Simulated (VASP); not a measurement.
# H3C18N in VASP: a series of runs, part 2 of 2

VASP 6.6.1.

## 4. Single point, PBE+D3(BJ)

The input, INCAR:

```
SYSTEM = H3C18N
PREC     = Accurate       ! precision mode
ENCUT    = 520            ! plane-wave cutoff, eV
EDIFF    = 1E-6           ! SCF threshold, eV
ISMEAR   = 0              ! smearing method
SIGMA    = 0.05           ! smearing width, eV
LREAL    = Auto         
LASPH    = .TRUE.         ! aspherical terms in the spheres
NELM     = 80             ! most SCF steps
ALGO     = Normal         ! electronic algorithm
ISIF     = 2              ! what is computed and relaxed
LWAVE    = .FALSE.        ! write WAVECAR
LCHARG   = .FALSE.        ! write CHGCAR
GGA      = PE             ! functional
IVDW     = 12             ! dispersion correction
NBANDS   = 57             ! bands
```

The input, KPOINTS:

```
Automatic mesh
0
G
  2 2 1
  0 0 0
```

The input, POSCAR:

```
H3C18N
1.0
    7.3980000000      0.0000000000      0.0000000000
   -3.6990000000      6.4068560000      0.0000000000
    0.0000000000      0.0000000000     12.0000000000
C N H
18 1 3
Direct
    0.0026215950     -0.0046016330      0.0575085833
    0.2221295892      0.1051183295      0.0579317500
    0.0007115022      0.3265462810      0.0580212500
    0.2240860351      0.4382753413      0.0580825833
    0.0004768016      0.6618581719      0.0576117500
    0.2243372462      0.7737582989      0.0580211667
    0.3340867137     -0.0067003223      0.0581012500
    0.5574522566      0.1049137049      0.0581385000
    0.3338338882      0.3284812395      0.0581135833
    0.5576741057      0.4404285035      0.0579206667
    0.3360405470      0.6620732540      0.0580410000
    0.5555713559      0.7718966994      0.0577716667
    0.6672496163     -0.0048173394      0.0579100000
    0.8909482686      0.1070203544      0.0578056667
    0.6693392230      0.3287081839      0.0580562500
    0.8888375387      0.4384612359      0.0579447500
    0.6674543834      0.6600020353      0.0573962500
    0.8907808190      0.7716830221      0.0571179167
    0.8341904412      0.7525574166      0.3333315833
    0.8303393648      0.7110896515      0.4149191667
    0.7050901810      0.6325764150      0.2967022500
    0.9590515910      0.7501042633      0.2985519167
```

Launch:

```
$ cat potpaw_PBE.64/C/POTCAR potpaw_PBE.64/N/POTCAR potpaw_PBE.64/H/POTCAR > POTCAR
$ mpirun -np 1 vasp_std > vasp.out
```

Wall time 3.1 min (1 thread of Intel Xeon 6975P-C (Granite Rapids), shared host); peak memory 0.6 GiB.

Results (log left out):

| Quantity | Value |
| --- | --- |
| Free energy | -186.9268 eV |
| Largest force | 0.080 eV/Å |
| Band gap on the k mesh | 0.22 eV, direct |
| Dispersion energy per atom | -0.080 eV |

Forces in eV/Å, atoms in the order of the input:
```
C   -0.012 -0.002 -0.001
C    0.003  0.018  0.002
C    0.002  0.007  0.001
C    0.000  0.002  0.000
C    0.026 -0.002  0.002
C    0.000 -0.016 -0.004
C   -0.005  0.012  0.001
C   -0.008  0.011  0.003
C    0.004  0.000 -0.006
C   -0.014 -0.015 -0.003
C   -0.005 -0.009  0.003
C    0.014  0.002  0.005
C    0.009 -0.006 -0.005
C    0.004 -0.006  0.008
C   -0.012 -0.018  0.002
C    0.018  0.000 -0.001
C   -0.012  0.014  0.001
C   -0.011  0.016  0.002
N    0.031 -0.073  0.012
H   -0.019  0.019 -0.006
H   -0.012  0.023 -0.002
H   -0.001  0.024 -0.014
```

Levels at points of the mesh, in eV from the valence-band top:
```tsv
k point	band 37	band 38	band 39	band 40	band 41	band 42	band 43	band 44
(0.00, 0.00, 0.00)	-2.93	-1.83	-0.01	0.00	0.22	0.22	2.98	4.16
(0.50, 0.00, 0.00)	-2.53	-2.51	-2.25	-1.83	1.78	2.59	2.60	2.66
(0.00, 0.50, 0.00)	-2.53	-2.52	-2.25	-1.83	1.79	2.58	2.59	2.65
(0.50, 0.50, 0.00)	-2.54	-2.52	-2.26	-1.82	1.79	2.58	2.59	2.66
```

Caveat: the k points lie up to 0.49 Å⁻¹ apart.

## 5. Single point, PBE+D3(BJ)

The input, INCAR:

```
PREC = Accurate
ENCUT = 520
EDIFF = 1E-6
ISMEAR = 0
SIGMA = 0.05
LREAL = Auto
LASPH = T
NELM = 60
ALGO = Normal
ISIF = 2
LWAVE = F
LCHARG = F
GGA = PE
IVDW = 12
NBANDS = 57
```

The input, KPOINTS:

```
Automatic mesh
0
Gamma
  2 2 1
```

The input, POSCAR:

```
H3C18N
1.0
    7.3980000000      0.0000000000      0.0000000000
   -3.6990000000      6.4068560000      0.0000000000
    0.0000000000      0.0000000000     12.0000000000
C N H
18 1 3
Direct
    0.0010685548     -0.0066979810      0.0578960833
    0.2237005336      0.1046549197      0.0580469167
    0.0002592422      0.3281437885      0.0577257500
    0.2245874437      0.4403122218      0.0580299167
    0.0025301397      0.6623709039      0.0575146667
    0.2222471782      0.7721645375      0.0579484167
    0.3335750746     -0.0051931868      0.0581055833
    0.5578936337      0.1069513658      0.0579756667
    0.3359086999      0.3289714955      0.0580586667
    0.5556599453      0.4389287039      0.0578013333
    0.3344661812      0.6600621272      0.0580846667
    0.5571113769      0.7713338648      0.0580484167
    0.6692397406     -0.0043896726      0.0580203333
    0.8889496763      0.1054573413      0.0579154167
    0.6677808311      0.3267468474      0.0575607500
    0.8904346044      0.4380871054      0.0573159167
    0.6670140266      0.6615371096      0.0577882500
    0.8912120726      0.7736331205      0.0576491667
    0.8341869248      0.5025382184      0.3333342500
    0.8303070383      0.4611044793      0.4149074167
    0.7051176814      0.3825995153      0.2967202500
    0.9590526768      0.5001164378      0.2985515833
```

Launch:

```
$ cat potpaw_PBE.64/C/POTCAR potpaw_PBE.64/N/POTCAR potpaw_PBE.64/H/POTCAR > POTCAR
$ mpirun -np 1 vasp_std > vasp.out
```

Wall time 3.4 min (1 thread of Intel Xeon 6975P-C (Granite Rapids), shared host); peak memory 0.6 GiB.

Results (log left out):

| Item | Value |
| --- | --- |
| Free energy | -186.9251 eV |
| Largest force | 0.068 eV/Å |
| Band gap on the k mesh | 0.22 eV, direct |
| Dispersion energy per atom | -0.080 eV |

Forces in eV/Å, atoms in the order of the input:
```
C   -0.018 -0.010  0.002
C    0.014  0.015  0.000
C    0.001  0.016  0.006
C   -0.002  0.004 -0.002
C    0.008 -0.003 -0.002
C    0.001 -0.019 -0.003
C   -0.003  0.014 -0.002
C   -0.015  0.012 -0.001
C    0.017 -0.007  0.000
C   -0.005 -0.018 -0.001
C   -0.010 -0.010 -0.001
C    0.017  0.008  0.005
C    0.012 -0.013 -0.002
C    0.002 -0.015  0.007
C   -0.021 -0.007 -0.001
C    0.012  0.012 -0.006
C   -0.001  0.010  0.004
C   -0.009  0.013  0.004
N    0.032 -0.060  0.005
H   -0.017  0.021  0.002
H   -0.013  0.014 -0.005
H    0.000  0.022 -0.010
```

Levels at points of the mesh, in eV from the valence-band top:
```
           k point  band 36  band 37  band 38  band 39  band 40  band 41  band 42  band 43  band 44  band 45
(0.00, 0.00, 0.00)    -2.93    -2.93    -1.83     0.00     0.00     0.22     0.22     2.98     4.16     4.77
(0.50, 0.00, 0.00)    -2.58    -2.52    -2.52    -2.25    -1.82     1.78     2.58     2.60     2.66     2.66
(0.00, 0.50, 0.00)    -2.57    -2.53    -2.52    -2.26    -1.82     1.78     2.59     2.59     2.65     2.67
(0.50, 0.50, 0.00)    -2.57    -2.53    -2.52    -2.25    -1.82     1.78     2.59     2.59     2.65     2.67
```

Caveat: the k points lie up to 0.49 Å⁻¹ apart.
